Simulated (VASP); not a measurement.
# Ta (Im-3m) in VASP: settings compared

Ta is run at these levels: r2SCAN, PBE; tasks: single point.

Everything below comes from runs of VASP 6.6.1. Logs are shortened: lines on timing, memory, paths and dates and some standing lists are left out, and cuts for length are marked.

### 1 The cell of the first run

The structure is cubic, space group Im-3m (No. 229). Conventional cell: a = 3.310 Å, b = 3.310 Å, c = 3.310 Å, α = 90.00°, β = 90.00°, γ = 90.00°. Ta (site symmetry m-3m) has 14 Ta at 2.87 to 3.31 Å within 3.8 Å.

### 2 Single point, r2SCAN

File POSCAR:

```
Ta
1.0
   -1.6549280000      1.6549280000      1.6549280000
    1.6549280000     -1.6549280000      1.6549280000
    1.6549280000      1.6549280000     -1.6549280000
Ta
1
Direct
    0.0000000000      0.0000000000      0.0000000000
```

File INCAR.step1:

```
SYSTEM = Ta
  PREC = Accurate
  ENCUT = 550
  ISMEAR = -1
  SIGMA = 0.1
  LREAL = .False.
  LASPH = .True.
  NELM = 120
  NBANDS = 12
  GGA = PE
  ALGO = Normal
  EDIFF = 1E-5
  LWAVE = .True.
  LCHARG = .False.
  GGA_COMPAT = .False.
```

File INCAR.step2:

```
SYSTEM = Ta
  PREC = Accurate
  ENCUT = 550
  EDIFF = 1E-6
  ISMEAR = -1
  SIGMA = 0.1
  LREAL = .False.
  LASPH = .True.
  NELM = 120
  ALGO = Normal
  ISIF = 2
  LWAVE = .False.
  LCHARG = .False.
  METAGGA = R2SCAN
  LMIXTAU = .True.
  NBANDS = 12
  ISTART = 1
  GGA_COMPAT = .False.
```

File KPOINTS:

```
regular mesh
0
Gamma
  9 9 9
  0 0 0
```

Potentials or basis: VASP PAW PBE potentials, release 64 (Ta_pv).

Command:

```console
$ cat potpaw_PBE.64/Ta_pv/POTCAR > POTCAR
$ cp INCAR.step1 INCAR
$ mpirun -np 1 vasp_std > vasp.out
$ cp INCAR.step2 INCAR
$ mpirun -np 1 vasp_std > vasp.out
```

OUTCAR:

```text
SYSTEM = Ta
   PREC = Accurate
   ENCUT = 550
   EDIFF = 1E-6
   ISMEAR = -1
   LREAL = .False.
   LASPH = .True.
   NELM = 120
   ISIF = 2
   METAGGA = R2SCAN
   ISTART = 1

 ion  position               nearest neighbor table
   1  0.000  0.000  0.000-

  LATTYP: Found a body centered cubic cell.
 ALAT       =     3.3098560000

  Lattice vectors:

 A1 = (  -1.6549280000,   1.6549280000,   1.6549280000)
 A2 = (   1.6549280000,  -1.6549280000,   1.6549280000)
 A3 = (   1.6549280000,   1.6549280000,  -1.6549280000)

Analysis of symmetry for initial positions (statically):
=====================================================================
 Subroutine PRICEL returns:
 Original cell was already a primitive cell.

 Routine SETGRP: Setting up the symmetry group for a
 body centered cubic supercell.

 Subroutine GETGRP returns: Found 48 space group operations
 (whereof 48 operations were pure point group operations)
 out of a pool of 48 trial point group operations.

The static configuration has the point symmetry O_h .

Analysis of symmetry for dynamics (positions and initial velocities):
=====================================================================
 Subroutine PRICEL returns:
 Original cell was already a primitive cell.

 Routine SETGRP: Setting up the symmetry group for a
 body centered cubic supercell.

 Subroutine GETGRP returns: Found 48 space group operations
 (whereof 48 operations were pure point group operations)
 out of a pool of 48 trial point group operations.

The dynamic configuration has the point symmetry O_h .

 Subroutine INISYM returns: Found 48 space group operations
 (whereof 48 operations are pure point group operations),
 and found     1 'primitive' translations

----------------------------------------------------------------------------------------

                                     Primitive cell

  volume of cell :      18.1300

  direct lattice vectors                    reciprocal lattice vectors
    -1.654928000  1.654928000  1.654928000     0.000000000  0.302127948  0.302127948
     1.654928000 -1.654928000  1.654928000     0.302127948  0.000000000  0.302127948
     1.654928000  1.654928000 -1.654928000     0.302127948  0.302127948  0.000000000

  length of vectors
     2.866419379  2.866419379  2.866419379     0.427273441  0.427273441  0.427273441

  position of ions in fractional coordinates (direct lattice)
     0.000000000  0.000000000  0.000000000

  ion indices of the primitive-cell ions
   primitive index   ion index
                 1           1

----------------------------------------------------------------------------------------

 KPOINTS: regular mesh

Automatic generation of k-mesh.
 Grid dimensions read from file:
 generate k-points for:    9    9    9

 Generating k-lattice:

  Cartesian coordinates                     Fractional coordinates (reciprocal lattice)
     0.000000000  0.033569772  0.033569772     0.111111111  0.000000000  0.000000000
     0.033569772  0.000000000  0.033569772     0.000000000  0.111111111  0.000000000
     0.033569772  0.033569772  0.000000000     0.000000000  0.000000000  0.111111111

  Length of vectors
     0.047474827  0.047474827  0.047474827

  Shift w.r.t. Gamma in fractional coordinates (k-lattice)
     0.000000000  0.000000000  0.000000000

 Subroutine IBZKPT returns following result:
 ===========================================

 Found     35 irreducible k-points:

 Following reciprocal coordinates:
            Coordinates               Weight
  0.000000  0.000000  0.000000      1.000000
  0.111111  0.000000  0.000000     12.000000
  0.222222  0.000000  0.000000     12.000000
  0.333333  0.000000  0.000000     12.000000
  0.444444  0.000000  0.000000     12.000000
  0.111111  0.111111  0.000000     24.000000
[... 16 lines left out ...]
 -0.333333  0.444444  0.111111     48.000000
 -0.444444 -0.444444  0.111111     24.000000
 [... further k-points ...]
   k-points           NKPTS =     35   k-points in BZ     NKDIM =     35   number of bands    NBANDS=     12
   number of dos      NEDOS =    301   number of ions     NIONS =      1
   total plane-waves  NPLWV =  13824
   dimension x,y,z NGX =    24 NGY =   24 NGZ =   24
   dimension x,y,z NGXF=    48 NGYF=   48 NGZF=   48
   ions per type =               1
   NGX,Y,Z   is equivalent  to a cutoff of  13.92, 13.92, 13.92 a.u.
   NGXF,Y,Z  is equivalent  to a cutoff of  27.84, 27.84, 27.84 a.u.
 SYSTEM =  Ta
   PREC   = accura    normal or accurate (medium, high low for compatibility)
   ISTART =      1    job   : 0-new  1-cont  2-samecut
   ICHARG =      0    charge: 1-file 2-atom 10-const
   ISPIN  =      1    spin polarized calculation?
   LNONCOLLINEAR =      F non collinear calculations
   LSORBIT =      F    spin-orbit coupling
   LASPH  =      T    aspherical Exc in radial PAW
   ENCUT  =  550.0 eV  40.42 Ry    6.36 a.u.   5.48  5.48  5.48*2*pi/ulx,y,z
   NELM   =    120;   NELMIN=  2; NELMDL=  0     # of ELM steps
   EDIFF  = 0.1E-05   stopping-criterion for ELM
   LREAL  =      F    real-space projection
   EDIFFG = 0.1E-04   stopping-criterion for IOM
   NSW    =      0    number of steps for IOM
   IBRION =     -1    ionic relax: 0-MD 1-quasi-New 2-CG
   NFREE  =      0    steps in history (QN), initial steepest desc. (CG)
   ISIF   =      2    stress and relaxation
   ISYM   =      2    0-nonsym 1-usesym 2-fastsym
   POTIM  = 0.5000    time-step for ionic-motion
   TEBEG  =    0.0;   TEEND  =   0.0 temperature during run
   PSTRESS=    0.0 pullay stress
   NELECT =      11.0000    total number of electrons
   NUPDOWN=      -1.0000    fix difference up-down
   EMIN   =  10.00;   EMAX   =-10.00  energy-range for DOS
   EFERMI =   0.00;   METHOD = LEGACY
   ISMEAR =    -1;   SIGMA  =   0.10  broadening in eV -4-tet -1-fermi 0-gaus
   EFERMI_NEDOS =   21; number of points for ismear=-14 and -15
   IALGO  =     38    algorithm
   IMIX   =      4    mixing-type and parameters
     AMIX     =   0.40;   BMIX     =  1.00
     AMIX_MAG =   1.60;   BMIX_MAG =  1.00
  volume/ion in A,a.u.               =      18.13       122.35
  Fermi-wavevector in a.u.,A,eV,Ry     =   1.385926  2.619020 26.133936  1.920790
  Thomas-Fermi vector in A             =   2.510290
   LORBIT       =      0    0 simple, 1 ext, 2 COOP (PROOUT), +10 PAW based schemes
   METAGGA = R2SCAN    functional components
   LHFCALC =     F    Hartree Fock is set to
   AEXX    =    0.0000 exact exchange contribution
   IVDW    =     0    specifies the selected vdW correction
   LEPSILON=     F    determine dielectric tensor
   LRPA    =     F    only Hartree local field effects (RPA)
 non-spin polarized calculation
  energy-cutoff  :      550.00
  volume of cell :       18.13
 maximum number of plane-waves:       555
 NGX is ok and might be reduce to    24
   NGX = 11   NGY = 11   NGZ = 11

 number of electron      11.0000001 magnetization

 Free energy of the ion-electron system (eV)
  ---------------------------------------------------
  ext. energy  EPLUGINS =         0.00000000
  ---------------------------------------------------
  free energy    TOTEN  =       -48.59215884 eV

  energy without entropy =      -48.54225344  energy(sigma->0) =      -48.56720614

 E-fermi :   5.3117     XC(G=0): -13.7345

 val. band max:        5.3061724283   @ k =   0.1111   0.1111   0.0000
 cond. band min:       5.3201761648   @ k =   0.3333   0.1111   0.1111
 fundamental gap:      0.0140037364
 Fermi energy:         5.3116846879

 k-point     1 :       0.0000    0.0000    0.0000
  band No.  band energies     occupation
      1     -28.9882      2.00000
      2     -28.9882      2.00000
      3     -28.9882      2.00000
      4      -3.0316      2.00000
      5       6.1105      0.00068
      6       6.1105      0.00068
      7       6.1105      0.00068
      8       9.5726      0.00000
      9       9.5726      0.00000
     10      17.3266      0.00000
     11      21.0182      0.00000
     12      21.0182      0.00000

 k-point     2 :       0.1111    0.0000    0.0000
  band No.  band energies     occupation
      1     -29.1410      2.00000
      2     -29.0349      2.00000
      3     -28.9890      2.00000
      4      -2.4726      2.00000
      5       5.7537      0.02379
      6       5.9636      0.00295
      7       6.6615      0.00000
      8       9.0870      0.00000
      9       9.5771      0.00000
     10      17.3265      0.00000
     11      21.4674      0.00000
     12      22.0019      0.00000

 k-point     3 :       0.2222    0.0000    0.0000
  band No.  band energies     occupation
      1     -29.5130      2.00000
      2     -29.1513      2.00000
      3     -28.9913      2.00000
      4      -1.0456      2.00000
      5       4.9667      1.93846
      6       5.3499      0.81111
      7       8.2420      0.00000
      8       8.8608      0.00000
      9       9.6901      0.00000
     10      17.3261      0.00000
     11      21.5004      0.00000
     12      23.2124      0.00000

 k-point     4 :       0.3333    0.0000    0.0000
  band No.  band energies     occupation
      1     -29.9131      2.00000
      2     -29.2809      2.00000
      3     -28.9939      2.00000
      4       0.3398      2.00000
      5       4.2134      1.99997
      6       5.2179      1.43715
      7       9.2902      0.00000
      8      10.0271      0.00000
      9      10.5858      0.00000
     10      17.3245      0.00000
     11      19.6034      0.00000
     12      20.3800      0.00000

 k-point     5 :       0.4444    0.0000    0.0000
  band No.  band energies     occupation
      1     -30.1625      2.00000
      2     -29.3638      2.00000
      3     -28.9958      2.00000
      4       0.7301      2.00000
      5       3.7792      2.00000
      6       6.3862      0.00004
      7       9.4830      0.00000
      8      10.4254      0.00000
      9      12.8657      0.00000
     10      17.3097      0.00000
     11      17.9194      0.00000
     12      18.0034      0.00000
[... 228 lines left out ...]
      1     -29.7557      2.00000
      2     -29.3459      2.00000
      3     -29.1737      2.00000
      4       0.8699      2.00000
      5       4.4548      1.99962
      6       5.4505      0.39925
      7       7.3222      0.00000
      8       9.6188      0.00000
      9      10.7763      0.00000
     10      17.3251      0.00000
     11      20.0071      0.00000
     12      23.9281      0.00000

 k-point    22 :      -0.4444    0.4444    0.1111
  band No.  band energies     occupation
      1     -30.1221      2.00000
      2     -29.4182      2.00000
      3     -29.0995      2.00000
      4       1.2262      2.00000
      5       4.3385      1.99988
      6       5.3365      0.87671
      7       8.3711      0.00000
      8      11.3572      0.00000
      9      12.7288      0.00000
     10      17.3049      0.00000
     11      17.7435      0.00000
     12      19.9355      0.00000

 k-point    23 :      -0.3333    0.4444    0.1111
  band No.  band energies     occupation
      1     -29.9830      2.00000
      2     -29.4988      2.00000
      3     -29.1819      2.00000
      4       1.8838      2.00000
      5       3.9583      2.00000
      6       5.1019      1.78130
      7       8.0584      0.00000
      8      10.5034      0.00000
      9      12.6046      0.00000
     10      17.3197      0.00000
     11      18.3138      0.00000
     12      21.8135      0.00000

 k-point    24 :      -0.4444   -0.4444    0.1111
  band No.  band energies     occupation
      1     -30.0720      2.00000
      2     -29.5608      2.00000
      3     -29.1811      2.00000
      4       1.9842      2.00000
      5       4.5294      1.99920
      6       4.5530      1.99899
      7       8.0934      0.00000
      8      11.4201      0.00000
      9      14.3808      0.00000
     10      16.5175      0.00000
     11      17.3390      0.00000
     12      20.3711      0.00000

 [... further k-points ...]

------------------------ aborting loop because EDIFF is reached ----------------------------------------

  FORCE on cell =-STRESS in cart. coord.  units (eV):
  Direction    XX          YY          ZZ          XY          YZ          ZX
  --------------------------------------------------------------------------------------
  -------------------------------------------------------------------------------------
  Total        0.0779631      0.0779631      0.0779631     -0.0000000      0.0000000     -0.0000000
  in kB        6.8897360      6.8897360      6.8897360     -0.0000000      0.0000000     -0.0000000
  external PRESSURE =       6.8897360 kB  Pullay stress =       0.0000000 kB

 VOLUME and BASIS-vectors are now :
 -----------------------------------------------------------------------------
  energy-cutoff  :      550.00
  volume of cell :       18.13
      direct lattice vectors                 reciprocal lattice vectors
    -1.654928000  1.654928000  1.654928000     0.000000000  0.302127948  0.302127948
     1.654928000 -1.654928000  1.654928000     0.302127948  0.000000000  0.302127948
     1.654928000  1.654928000 -1.654928000     0.302127948  0.302127948  0.000000000

 POSITION                                       TOTAL-FORCE (eV/Angst)
 -----------------------------------------------------------------------------------
      0.00000      0.00000      0.00000        -0.000000     -0.000000     -0.000000
 -----------------------------------------------------------------------------------
    total drift:                                0.000000      0.000000      0.000000

  FREE ENERGIE OF THE ION-ELECTRON SYSTEM (eV)
  ---------------------------------------------------
  free  energy   TOTEN  =       -48.5921588353 eV

  energy  without entropy=      -48.5422534436  energy(sigma->0) =      -48.56720614
```

Run time: 23 s. Hardware: 1 thread of AMD EPYC 9R45 (Zen 5), shared host; peak memory 0.12 GiB.

What came out:

```
Free energy : -48.5922 eV
Pressure    : 0.7 GPa
```

Caveat: the PAW data sets were made with another functional, which shifts forces and pressure a little; spin-orbit coupling is left out, which moves the levels of the heavy elements.

### 3 Single point, PBE, non-collinear spin, zero start, spin-orbit coupling

File INCAR:

```
PREC = Accurate ; ENCUT = 500
EDIFF = 1E-6 ; ISMEAR = -1
SIGMA = 0.1 ; LREAL = False
LASPH = True ; NELM = 200
ALGO = Normal ; ISIF = 2
LWAVE = False ; LCHARG = False
LNONCOLLINEAR = True ; MAGMOM = 0 0 0
LORBIT = 11 ; LSORBIT = True
GGA_COMPAT = False ; LORBMOM = True
LMAXMIX = 4 ; GGA = PE
NBANDS = 22
```

File KPOINTS:

```
Automatic mesh
0
Gamma
  9 9 9
```

POSCAR is that of step 2.

Potentials or basis: VASP PAW PBE potentials, release 64 (Ta_pv).

Command:

```console
$ cat potpaw_PBE.64/Ta_pv/POTCAR > POTCAR
$ mpirun -np 1 vasp_ncl > vasp.out
```

It took 18 s on 1 thread of AMD EPYC 9R45 (Zen 5), shared host; peak memory 0.17 GiB.

It converged, with:

| Quantity | Value |
| --- | --- |
| Free energy | -12.5369 eV |
| Pressure | 1.9 GPa |
| Net moment | 0.00 μB per cell |
| Valence electrons inside the program's atomic spheres | Ta 8.93 |

Moments on the atoms (μB; x, y, z):
```
Ta  0.00 0.00 0.00
```
